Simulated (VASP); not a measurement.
# MnAs (P6_3/mmc) in VASP: single point with PBE

Aim: the single point of MnAs with PBE.

All numbers are computed with VASP 6.6.1; they aren't measurements. Logs are shortened: lines on timing, memory, paths and dates and some standing lists are left out, and cuts for length are marked.

## Step 1: The cell of the first run

It takes space group P6_3/mmc (No. 194, hexagonal). The conventional cell has a = 3.710 Å, b = 3.710 Å, c = 5.691 Å, α = 90.00°, β = 90.00°, γ = 120.00°. Within 3.4 Å of Mn (site symmetry -3m) lie 6 As at 2.57 Å and 2 Mn at 2.85 Å. As (site symmetry -6m2) has 6 Mn at 2.57 Å within 3.4 Å.

## Step 2: Single point, PBE, collinear spin, ferromagnetic start

Contents of INCAR:

```
ALGO = Normal
EDIFF = 1E-6
ENCUT = 520
GGA = PE
ISIF = 2
ISMEAR = 1
ISPIN = 2
LASPH = True
LCHARG = True
LELF = True
LMAXMIX = 4
LORBIT = 11
LREAL = False
LVHAR = True
LWAVE = False
MAGMOM = 4 4 0 0
NBANDS = 30
NELM = 150
PREC = Accurate
SIGMA = 0.15
```

Contents of KPOINTS:

```
k-points
0
Gamma
  7 7 4
```

Contents of POSCAR:

```
MnAs
1.0
    3.7100000000      0.0000000000      0.0000000000
   -1.8550000000      3.2129540000      0.0000000000
    0.0000000000      0.0000000000      5.6910000000
Mn As
2 2
Direct
    0.0000000000      0.0000000000      0.0000000000
    0.0000000000      0.0000000000      0.5000000000
    0.3333330000      0.6666670000      0.2500000000
    0.6666670000      0.3333330000      0.7500000000
```

Potentials or basis: VASP PAW PBE potentials, release 64 (Mn_pv, As).

Run with:

```sh
$ cat potpaw_PBE.64/Mn_pv/POTCAR potpaw_PBE.64/As/POTCAR > POTCAR
$ mpirun -np 1 vasp_std > vasp.out
```

OUTCAR:

```text
EDIFF = 1E-6
   ENCUT = 520
   GGA = PE
   ISIF = 2
   ISMEAR = 1
   ISPIN = 2
   LASPH = True
   LORBIT = 11
   LREAL = False
   NELM = 150
   PREC = Accurate

 ion  position               nearest neighbor table
   1  0.000  0.000  0.000-   3 2.57   4 2.57   3 2.57   4 2.57   4 2.57   3 2.57   2 2.85   2 2.85

   2  0.000  0.000  0.500-   3 2.57   4 2.57   3 2.57   4 2.57   4 2.57   3 2.57   1 2.85   1 2.85

   3  0.333  0.667  0.250-   1 2.57   2 2.57   1 2.57   2 2.57   1 2.57   2 2.57
   4  0.667  0.333  0.750-   1 2.57   2 2.57   1 2.57   2 2.57   1 2.57   2 2.57

  LATTYP: Found a hexagonal cell.
 ALAT       =     3.7100000000
 C/A-ratio  =     1.5339622642

  Lattice vectors:

 A1 = (   3.7100000000,   0.0000000000,   0.0000000000)
 A2 = (  -1.8550000000,   3.2129540000,   0.0000000000)
 A3 = (   0.0000000000,   0.0000000000,   5.6910000000)

Analysis of symmetry for initial positions (statically):
=====================================================================
 Subroutine PRICEL returns:
 Original cell was already a primitive cell.

 Routine SETGRP: Setting up the symmetry group for a
 hexagonal supercell.

 Subroutine GETGRP returns: Found 24 space group operations
 (whereof 12 operations were pure point group operations)
 out of a pool of 24 trial point group operations.

The static configuration has the point symmetry D_3d.
 The point group associated with its full space group is D_6h.

Analysis of symmetry for dynamics (positions and initial velocities):
=====================================================================
 Subroutine PRICEL returns:
 Original cell was already a primitive cell.

 Routine SETGRP: Setting up the symmetry group for a
 hexagonal supercell.

 Subroutine GETGRP returns: Found 24 space group operations
 (whereof 12 operations were pure point group operations)
 out of a pool of 24 trial point group operations.

The dynamic configuration has the point symmetry D_3d.
 The point group associated with its full space group is D_6h.

Analysis of structural, dynamic, and magnetic symmetry:
=====================================================================
 Subroutine PRICEL returns:
 Original cell was already a primitive cell.

 Routine SETGRP: Setting up the symmetry group for a
 hexagonal supercell.

 Subroutine GETGRP returns: Found 24 space group operations
 (whereof 12 operations were pure point group operations)
 out of a pool of 24 trial point group operations.

The overall configuration has the point symmetry D_3d.
 The point group associated with its full space group is D_6h.

 Subroutine INISYM returns: Found 24 space group operations
 (whereof 12 operations are pure point group operations),
 and found     1 'primitive' translations

----------------------------------------------------------------------------------------

                                     Primitive cell

  volume of cell :      67.8371

  direct lattice vectors                    reciprocal lattice vectors
     3.710000000  0.000000000  0.000000000     0.269541779  0.155620031  0.000000000
    -1.855000000  3.212954000  0.000000000     0.000000000  0.311240061  0.000000000
     0.000000000  0.000000000  5.691000000     0.000000000  0.000000000  0.175716043

  length of vectors
     3.710000000  3.709999785  5.691000000     0.311240043  0.311240061  0.175716043

  position of ions in fractional coordinates (direct lattice)
     0.000000000  0.000000000  0.000000000
     0.000000000  0.000000000  0.500000000
     0.333333000  0.666667000  0.250000000
     0.666667000  0.333333000  0.750000000

  ion indices of the primitive-cell ions
   primitive index   ion index
                 1           1
                 2           2
                 3           3
                 4           4

----------------------------------------------------------------------------------------

 KPOINTS: k-points

Automatic generation of k-mesh.
 Grid dimensions read from file:
 generate k-points for:    7    7    4

 Generating k-lattice:

  Cartesian coordinates                     Fractional coordinates (reciprocal lattice)
     0.038505968  0.022231433  0.000000000     0.142857143  0.000000000  0.000000000
     0.000000000  0.044462866  0.000000000     0.000000000  0.142857143  0.000000000
     0.000000000  0.000000000  0.043929011     0.000000000  0.000000000  0.250000000

  Length of vectors
     0.044462863  0.044462866  0.043929011

  Shift w.r.t. Gamma in fractional coordinates (k-lattice)
     0.000000000  0.000000000  0.000000000

 Subroutine IBZKPT returns following result:
 ===========================================

 Found     24 irreducible k-points:

 Following reciprocal coordinates:
            Coordinates               Weight
  0.000000  0.000000  0.000000      1.000000
  0.142857  0.000000  0.000000      6.000000
  0.285714  0.000000  0.000000      6.000000
  0.428571  0.000000  0.000000      6.000000
  0.142857  0.142857  0.000000      6.000000
  0.285714  0.142857  0.000000     12.000000
[... 16 lines left out ...]
  0.428571  0.142857  0.500000      6.000000
  0.285714  0.285714  0.500000      6.000000
   k-points           NKPTS =     24   k-points in BZ     NKDIM =     24   number of bands    NBANDS=     30
   number of dos      NEDOS =    301   number of ions     NIONS =      4
   total plane-waves  NPLWV =  32928
   dimension x,y,z NGX =    28 NGY =   28 NGZ =   42
   dimension x,y,z NGXF=    56 NGYF=   56 NGZF=   84
   ions per type =               2   2
   NGX,Y,Z   is equivalent  to a cutoff of  12.55, 12.55, 12.27 a.u.
   NGXF,Y,Z  is equivalent  to a cutoff of  25.09, 25.09, 24.54 a.u.
 SYSTEM =  unknown system
   PREC   = accura    normal or accurate (medium, high low for compatibility)
   ISTART =      0    job   : 0-new  1-cont  2-samecut
   ICHARG =      2    charge: 1-file 2-atom 10-const
   ISPIN  =      2    spin polarized calculation?
   LNONCOLLINEAR =      F non collinear calculations
   LSORBIT =      F    spin-orbit coupling
   LASPH  =      T    aspherical Exc in radial PAW
   ENCUT  =  520.0 eV  38.22 Ry    6.18 a.u.   6.90  6.90 10.58*2*pi/ulx,y,z
   NELM   =    150;   NELMIN=  2; NELMDL= -5     # of ELM steps
   EDIFF  = 0.1E-05   stopping-criterion for ELM
   LREAL  =      F    real-space projection
   EDIFFG = 0.1E-04   stopping-criterion for IOM
   NSW    =      0    number of steps for IOM
   IBRION =     -1    ionic relax: 0-MD 1-quasi-New 2-CG
   NFREE  =      0    steps in history (QN), initial steepest desc. (CG)
   ISIF   =      2    stress and relaxation
   ISYM   =      2    0-nonsym 1-usesym 2-fastsym
   POTIM  = 0.5000    time-step for ionic-motion
   TEBEG  =    0.0;   TEEND  =   0.0 temperature during run
   PSTRESS=    0.0 pullay stress
   NELECT =      36.0000    total number of electrons
   NUPDOWN=      -1.0000    fix difference up-down
   EMIN   =  10.00;   EMAX   =-10.00  energy-range for DOS
   EFERMI =   0.00;   METHOD = LEGACY
   ISMEAR =     1;   SIGMA  =   0.15  broadening in eV -4-tet -1-fermi 0-gaus
   EFERMI_NEDOS =   21; number of points for ismear=-14 and -15
   IALGO  =     38    algorithm
   IMIX   =      4    mixing-type and parameters
     AMIX     =   0.40;   BMIX     =  1.00
     AMIX_MAG =   1.60;   BMIX_MAG =  1.00
  volume/ion in A,a.u.               =      16.96       114.45
  Fermi-wavevector in a.u.,A,eV,Ry     =   1.325419  2.504680 23.901853  1.756737
  Thomas-Fermi vector in A             =   2.454882
   LORBIT       =     11    0 simple, 1 ext, 2 COOP (PROOUT), +10 PAW based schemes
   GGA     = PE    functional components
   LHFCALC =     F    Hartree Fock is set to
   AEXX    =    0.0000 exact exchange contribution
   IVDW    =     0    specifies the selected vdW correction
   LEPSILON=     F    determine dielectric tensor
   LRPA    =     F    only Hartree local field effects (RPA)
 spin polarized calculation
 Methfessel and Paxton  Order N= 1 SIGMA  =   0.15
  energy-cutoff  :      520.00
  volume of cell :       67.84
 maximum number of plane-waves:      1844
 NGX is ok and might be reduce to    28
   NGX = 13   NGY = 13   NGZ = 21

 number of electron      35.9999987 magnetization       6.3523900

 Free energy of the ion-electron system (eV)
  ---------------------------------------------------
  ext. energy  EPLUGINS =         0.00000000
  ---------------------------------------------------
  free energy    TOTEN  =       -28.22967576 eV

  energy without entropy =      -28.23341272  energy(sigma->0) =      -28.23092142

 E-fermi :   6.8252     XC(G=0): -11.1656

 val. band max:        6.7620785974   @ k =   0.2857   0.0000   0.5000
 cond. band min:       6.8431527722   @ k =   0.0000   0.0000   0.0000
 fundamental gap:      0.0810741749
 Fermi energy:         6.8251623147

 spin component 1

 k-point     1 :       0.0000    0.0000    0.0000
  band No.  band energies     occupation
      1     -43.1596      1.00000
      2     -43.1596      1.00000
      3     -43.1503      1.00000
      4     -43.1503      1.00000
      5     -42.9602      1.00000
      6     -42.8637      1.00000
[... 781 lines left out ...]
     29      15.7329      0.00000
     30      15.7329      0.00000
 Fermi energy:         6.8251623147

 spin component 2

 k-point     1 :       0.0000    0.0000    0.0000
  band No.  band energies     occupation
      1     -39.6810      1.00000
      2     -39.6810      1.00000
      3     -39.6773      1.00000
      4     -39.6697      1.00000
      5     -39.6697      1.00000
      6     -39.5640      1.00000
[... 781 lines left out ...]
     29      16.2005      0.00000
     30      16.2005      0.00000

------------------------ aborting loop because EDIFF is reached ----------------------------------------

  FORCE on cell =-STRESS in cart. coord.  units (eV):
  Direction    XX          YY          ZZ          XY          YZ          ZX
  --------------------------------------------------------------------------------------
  -------------------------------------------------------------------------------------
  Total       -0.8512556     -0.8512555     -1.9441112      0.0000000      0.0000000      0.0000000
  in kB      -20.1049773    -20.1049742    -45.9160661      0.0000000      0.0000000      0.0000000
  external PRESSURE =     -28.7086725 kB  Pullay stress =       0.0000000 kB

 VOLUME and BASIS-vectors are now :
 -----------------------------------------------------------------------------
  energy-cutoff  :      520.00
  volume of cell :       67.84
      direct lattice vectors                 reciprocal lattice vectors
     3.710000000  0.000000000  0.000000000     0.269541779  0.155620031  0.000000000
    -1.855000000  3.212954000  0.000000000     0.000000000  0.311240061  0.000000000
     0.000000000  0.000000000  5.691000000     0.000000000  0.000000000  0.175716043

 POSITION                                       TOTAL-FORCE (eV/Angst)
 -----------------------------------------------------------------------------------
      0.00000      0.00000      0.00000        -0.000000     -0.000000      0.000000
      0.00000      0.00000      2.84550        -0.000000     -0.000000      0.000000
     -0.00000      2.14197      1.42275        -0.000000      0.000000      0.000000
      1.85500      1.07098      4.26825         0.000000     -0.000000      0.000000
 -----------------------------------------------------------------------------------
    total drift:                               -0.000000      0.000000      0.000000

  FREE ENERGIE OF THE ION-ELECTRON SYSTEM (eV)
  ---------------------------------------------------
  free  energy   TOTEN  =       -28.2296757618 eV

  energy  without entropy=      -28.2334127245  energy(sigma->0) =      -28.23092142

 total charge

# of ion       s       p       d       tot
------------------------------------------
    1        0.280   6.240   5.054  11.574
    2        0.280   6.240   5.054  11.574
    3        1.227   1.511   0.049   2.787
    4        1.227   1.511   0.049   2.787
--------------------------------------------------
tot          3.015  15.502  10.205  28.723

 magnetization (x)

# of ion       s       p       d       tot
------------------------------------------
    1        0.037   0.025   3.169   3.232
    2        0.037   0.025   3.169   3.232
    3        0.011  -0.141   0.008  -0.122
    4        0.011  -0.141   0.008  -0.122
--------------------------------------------------
tot          0.096  -0.232   6.355   6.219
```

It took 48 s on 1 thread of Intel Xeon 6975P-C (Granite Rapids), shared host; peak memory 0.23 GiB.

Results:

```
Free energy                                           : -28.2297 eV
Pressure                                              : -2.9 GPa
Net moment                                            : 6.35 μB per cell
Site moments                                          : Mn +3.23; As -0.12 μB
Valence electrons inside the program's atomic spheres : Mn 11.57; As 2.79
```

Stress tensor (GPa, compression positive):
```
-2.01  0.00  0.00
 0.00 -2.01  0.00
 0.00  0.00 -4.59
```

Caveat: only a ferromagnetic start was run, and an antiferromagnetic order may lie lower in energy.
